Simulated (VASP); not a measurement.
# Al2O3 (P-3m1) in VASP: single point with LDA

Aim: the single point of Al2O3 with LDA.

Everything below comes from runs of VASP 6.6.1. Logs are shortened: lines on timing, memory, paths and dates and some standing lists are left out, and cuts for length are marked.

### 1 The cell of the first run

Symmetry: P-3m1, No. 164, trigonal system. The conventional cell has a = 2.963 Å, b = 2.963 Å, c = 7.355 Å, α = 90.00°, β = 90.00°, γ = 120.00°. Within 2.2 Å of Al (site symmetry 3m) lie 4 O at 1.66 to 1.81 Å. Within 2.4 Å of O (site symmetry 3m) lie 3 Al at 1.81 Å. O (site symmetry -3m) has 2 Al at 1.66 Å within 2.2 Å.

### 2 Single point, LDA

File INCAR:

```
SYSTEM = Al2O3
ALGO = Normal
EDIFF = 1E-6
ENCUT = 600
GGA_COMPAT = .False.
ISIF = 2
ISMEAR = 0
LASPH = .True.
LCHARG = .False.
LREAL = .False.
LWAVE = .False.
NBANDS = 20
NELM = 120
PREC = Accurate
SIGMA = 0.05
```

File KPOINTS:

```
k-points
0
Gamma
  12 12 4
  0 0 0
```

File POSCAR:

```
Al2O3
1.0
    2.9626459584      0.0000000000      0.0000000000
   -1.4813229792      2.5657266624      0.0000000000
    0.0000000000      0.0000000000      7.3548745087
Al O
2 3
Direct
    0.0000000000      0.0000000000      0.2744621999
    0.0000000000      0.0000000000      0.7255378001
    0.3333333333      0.6666666667      0.1952854209
    0.6666666667      0.3333333333      0.8047145791
    0.0000000000      0.0000000000      0.5000000000
```

Potentials or basis: VASP PAW LDA potentials, release 64 (Al, O).

Command:

```bash
> cat potpaw_LDA.64/Al/POTCAR potpaw_LDA.64/O/POTCAR > POTCAR
> mpirun -np 1 vasp_std > vasp.out
```

OUTCAR:

```text
SYSTEM = Al2O3
   EDIFF = 1E-6
   ENCUT = 600
   ISIF = 2
   ISMEAR = 0
   LASPH = .True.
   LREAL = .False.
   NELM = 120
   PREC = Accurate

 ion  position               nearest neighbor table
   1  0.000  0.000  0.274-   5 1.66   3 1.81   3 1.81   3 1.81   2 3.32
   2  0.000  0.000  0.726-   5 1.66   4 1.81   4 1.81   4 1.81   1 3.32
   3  0.333  0.667  0.195-   1 1.81   1 1.81   1 1.81
   4  0.667  0.333  0.805-   2 1.81   2 1.81   2 1.81
   5  0.000  0.000  0.500-   1 1.66   2 1.66

  LATTYP: Found a hexagonal cell.
 ALAT       =     2.9626459584
 C/A-ratio  =     2.4825357508

  Lattice vectors:

 A1 = (   2.9626459584,   0.0000000000,   0.0000000000)
 A2 = (  -1.4813229792,   2.5657266624,   0.0000000000)
 A3 = (   0.0000000000,   0.0000000000,   7.3548745087)

Analysis of symmetry for initial positions (statically):
=====================================================================
 Subroutine PRICEL returns:
 Original cell was already a primitive cell.

 Routine SETGRP: Setting up the symmetry group for a
 hexagonal supercell.

 Subroutine GETGRP returns: Found 12 space group operations
 (whereof 12 operations were pure point group operations)
 out of a pool of 24 trial point group operations.

The static configuration has the point symmetry D_3d.

Analysis of symmetry for dynamics (positions and initial velocities):
=====================================================================
 Subroutine PRICEL returns:
 Original cell was already a primitive cell.

 Routine SETGRP: Setting up the symmetry group for a
 hexagonal supercell.

 Subroutine GETGRP returns: Found 12 space group operations
 (whereof 12 operations were pure point group operations)
 out of a pool of 24 trial point group operations.

The dynamic configuration has the point symmetry D_3d.

 Subroutine INISYM returns: Found 12 space group operations
 (whereof 12 operations are pure point group operations),
 and found     1 'primitive' translations

----------------------------------------------------------------------------------------

                                     Primitive cell

  volume of cell :      55.9069

  direct lattice vectors                    reciprocal lattice vectors
     2.962645958  0.000000000  0.000000000     0.337536113  0.194876566  0.000000000
    -1.481322979  2.565726662  0.000000000     0.000000000  0.389753131  0.000000000
     0.000000000  0.000000000  7.354874509     0.000000000  0.000000000  0.135964250

  length of vectors
     2.962645958  2.962645958  7.354874509     0.389753131  0.389753131  0.135964250

  position of ions in fractional coordinates (direct lattice)
     0.000000000  0.000000000  0.274462200
     0.000000000  0.000000000  0.725537800
     0.333333333  0.666666667  0.195285421
     0.666666667  0.333333333  0.804714579
     0.000000000  0.000000000  0.500000000

  ion indices of the primitive-cell ions
   primitive index   ion index
                 1           1
                 2           2
                 3           3
                 4           4
                 5           5

----------------------------------------------------------------------------------------

 KPOINTS: k-points

Automatic generation of k-mesh.
 Grid dimensions read from file:
 generate k-points for:   12   12    4

 Generating k-lattice:

  Cartesian coordinates                     Fractional coordinates (reciprocal lattice)
     0.028128009  0.016239714  0.000000000     0.083333333  0.000000000  0.000000000
     0.000000000  0.032479428  0.000000000     0.000000000  0.083333333  0.000000000
     0.000000000  0.000000000  0.033991063     0.000000000  0.000000000  0.250000000

  Length of vectors
     0.032479428  0.032479428  0.033991063

  Shift w.r.t. Gamma in fractional coordinates (k-lattice)
     0.000000000  0.000000000  0.000000000

 Subroutine IBZKPT returns following result:
 ===========================================

 Found     69 irreducible k-points:

 Following reciprocal coordinates:
            Coordinates               Weight
  0.000000  0.000000  0.000000      1.000000
  0.083333  0.000000  0.000000      6.000000
  0.166667  0.000000  0.000000      6.000000
  0.250000  0.000000  0.000000      6.000000
  0.333333 -0.000000  0.000000      6.000000
  0.416667 -0.000000  0.000000      6.000000
[... 16 lines left out ...]
  0.166667  0.000000  0.250000      6.000000
  0.000000  0.166667  0.250000      6.000000
 [... further k-points ...]
   k-points           NKPTS =     69   k-points in BZ     NKDIM =     69   number of bands    NBANDS=     20
   number of dos      NEDOS =    301   number of ions     NIONS =      5
   total plane-waves  NPLWV =  34560
   dimension x,y,z NGX =    24 NGY =   24 NGZ =   60
   dimension x,y,z NGXF=    48 NGYF=   48 NGZF=  120
   ions per type =               2   3
   NGX,Y,Z   is equivalent  to a cutoff of  13.47, 13.47, 13.56 a.u.
   NGXF,Y,Z  is equivalent  to a cutoff of  26.93, 26.93, 27.12 a.u.
 SYSTEM =  Al2O3
   PREC   = accura    normal or accurate (medium, high low for compatibility)
   ISTART =      0    job   : 0-new  1-cont  2-samecut
   ICHARG =      2    charge: 1-file 2-atom 10-const
   ISPIN  =      1    spin polarized calculation?
   LNONCOLLINEAR =      F non collinear calculations
   LSORBIT =      F    spin-orbit coupling
   LASPH  =      T    aspherical Exc in radial PAW
   ENCUT  =  600.0 eV  44.10 Ry    6.64 a.u.   5.92  5.92 14.69*2*pi/ulx,y,z
   NELM   =    120;   NELMIN=  2; NELMDL= -5     # of ELM steps
   EDIFF  = 0.1E-05   stopping-criterion for ELM
   LREAL  =      F    real-space projection
   EDIFFG = 0.1E-04   stopping-criterion for IOM
   NSW    =      0    number of steps for IOM
   IBRION =     -1    ionic relax: 0-MD 1-quasi-New 2-CG
   NFREE  =      0    steps in history (QN), initial steepest desc. (CG)
   ISIF   =      2    stress and relaxation
   ISYM   =      2    0-nonsym 1-usesym 2-fastsym
   POTIM  = 0.5000    time-step for ionic-motion
   TEBEG  =    0.0;   TEEND  =   0.0 temperature during run
   PSTRESS=    0.0 pullay stress
   NELECT =      24.0000    total number of electrons
   NUPDOWN=      -1.0000    fix difference up-down
   EMIN   =  10.00;   EMAX   =-10.00  energy-range for DOS
   EFERMI =   0.00;   METHOD = LEGACY
   ISMEAR =     0;   SIGMA  =   0.05  broadening in eV -4-tet -1-fermi 0-gaus
   EFERMI_NEDOS =   21; number of points for ismear=-14 and -15
   IALGO  =     38    algorithm
   IMIX   =      4    mixing-type and parameters
     AMIX     =   0.40;   BMIX     =  1.00
     AMIX_MAG =   1.60;   BMIX_MAG =  1.00
  volume/ion in A,a.u.               =      11.18        75.46
  Fermi-wavevector in a.u.,A,eV,Ry     =   1.234971  2.333757 20.750973  1.525153
  Thomas-Fermi vector in A             =   2.369640
   LORBIT       =      0    0 simple, 1 ext, 2 COOP (PROOUT), +10 PAW based schemes
   GGA     = CA    functional components
   LHFCALC =     F    Hartree Fock is set to
   AEXX    =    0.0000 exact exchange contribution
   IVDW    =     0    specifies the selected vdW correction
   LEPSILON=     F    determine dielectric tensor
   LRPA    =     F    only Hartree local field effects (RPA)
 non-spin polarized calculation
 Gauss-broadening in eV      SIGMA  =   0.05
  energy-cutoff  :      600.00
  volume of cell :       55.91
 maximum number of plane-waves:      1886
   NGX = 11   NGY = 11   NGZ = 29

 number of electron      24.0000004 magnetization

 Free energy of the ion-electron system (eV)
  ---------------------------------------------------
  ext. energy  EPLUGINS =         0.00000000
  ---------------------------------------------------
  free energy    TOTEN  =       -39.76075281 eV

  energy without entropy =      -39.76075281  energy(sigma->0) =      -39.76075281

 E-fermi :   4.4332     XC(G=0): -10.5589

 val. band max:        4.1335952315   @ k =   0.0000   0.0000   0.0000
 cond. band min:       6.6253819670   @ k =   0.0000   0.0000   0.0000
 fundamental gap:      2.4917867355
 Fermi energy:         4.4332210310

 k-point     1 :       0.0000    0.0000    0.0000
  band No.  band energies     occupation
      1     -15.5627      2.00000
      2     -15.3063      2.00000
      3     -12.6006      2.00000
      4      -1.9059      2.00000
      5      -0.7318      2.00000
      6       0.2464      2.00000
[... 12 lines left out ...]
     19      16.3738      0.00000
     20      16.6867      0.00000

 k-point     2 :       0.0833    0.0000    0.0000
  band No.  band energies     occupation
      1     -15.5009      2.00000
      2     -15.2523      2.00000
      3     -12.5665      2.00000
      4      -1.8781      2.00000
      5      -0.7047      2.00000
      6      -0.0253      2.00000
[... 12 lines left out ...]
     19      16.4130      0.00000
     20      16.5435      0.00000

 k-point     3 :       0.1667    0.0000    0.0000
  band No.  band energies     occupation
      1     -15.3261      2.00000
      2     -15.1008      2.00000
      3     -12.4727      2.00000
      4      -1.8873      2.00000
      5      -0.9123      2.00000
      6      -0.5021      2.00000
[... 12 lines left out ...]
     19      16.3172      0.00000
     20      16.9652      0.00000

 k-point     4 :       0.2500    0.0000    0.0000
  band No.  band energies     occupation
      1     -15.0704      2.00000
      2     -14.8840      2.00000
      3     -12.3434      2.00000
      4      -2.2318      2.00000
      5      -1.7241      2.00000
      6      -0.6913      2.00000
[... 429 lines left out ...]
 k-point    23 :       0.1667    0.0000    0.2500
  band No.  band energies     occupation
      1     -15.2961      2.00000
      2     -15.1353      2.00000
      3     -12.4662      2.00000
      4      -1.9438      2.00000
      5      -0.8943      2.00000
      6      -0.7065      2.00000
[... 12 lines left out ...]
     19      16.6549      0.00000
     20      16.8894      0.00000

 k-point    24 :       0.0000    0.1667    0.2500
  band No.  band energies     occupation
      1     -15.2945      2.00000
      2     -15.1370      2.00000
      3     -12.4658      2.00000
      4      -1.9620      2.00000
      5      -0.9272      2.00000
      6      -0.6990      2.00000
[... 12 lines left out ...]
     19      16.9473      0.00000
     20      16.9760      0.00000

 [... further k-points ...]
[... 5 lines left out ...]
  --------------------------------------------------------------------------------------
  -------------------------------------------------------------------------------------
  Total        0.1559546      0.1559546      0.4673890      0.0000000      0.0000000     -0.0000000
  in kB        4.4693394      4.4693394     13.3944127      0.0000000      0.0000000     -0.0000000
  external PRESSURE =       7.4443639 kB  Pullay stress =       0.0000000 kB

 VOLUME and BASIS-vectors are now :
 -----------------------------------------------------------------------------
  energy-cutoff  :      600.00
  volume of cell :       55.91
      direct lattice vectors                 reciprocal lattice vectors
     2.962645958  0.000000000  0.000000000     0.337536113  0.194876566  0.000000000
    -1.481322979  2.565726662  0.000000000     0.000000000  0.389753131  0.000000000
     0.000000000  0.000000000  7.354874509     0.000000000  0.000000000  0.135964250

 POSITION                                       TOTAL-FORCE (eV/Angst)
 -----------------------------------------------------------------------------------
      0.00000      0.00000      2.01864        -0.000000      0.000000     -0.136056
      0.00000      0.00000      5.33624         0.000000     -0.000000      0.136056
     -0.00000      1.71048      1.43630        -0.000000      0.000000     -0.037484
      1.48132      0.85524      5.91857         0.000000     -0.000000      0.037484
      0.00000      0.00000      3.67744        -0.000000      0.000000      0.000000
 -----------------------------------------------------------------------------------
    total drift:                               -0.000000      0.000000      0.000000

  FREE ENERGIE OF THE ION-ELECTRON SYSTEM (eV)
  ---------------------------------------------------
  free  energy   TOTEN  =       -39.7607528116 eV

  energy  without entropy=      -39.7607528116  energy(sigma->0) =      -39.76075281
```

Run time: 1.8 min. Hardware: 1 thread of Intel Xeon 8259CL, shared host; peak memory 0.2 GiB.

Results:

```
Free energy            : -39.7608 eV
Pressure               : 0.7 GPa
Largest force          : 0.136 eV/Å
Band gap on the k mesh : 2.49 eV
```

Forces on the atoms (eV/Å):
```
Al   0.000  0.000 -0.136
Al   0.000  0.000  0.136
O    0.000  0.000 -0.037
O    0.000  0.000  0.037
O    0.000  0.000  0.000
```
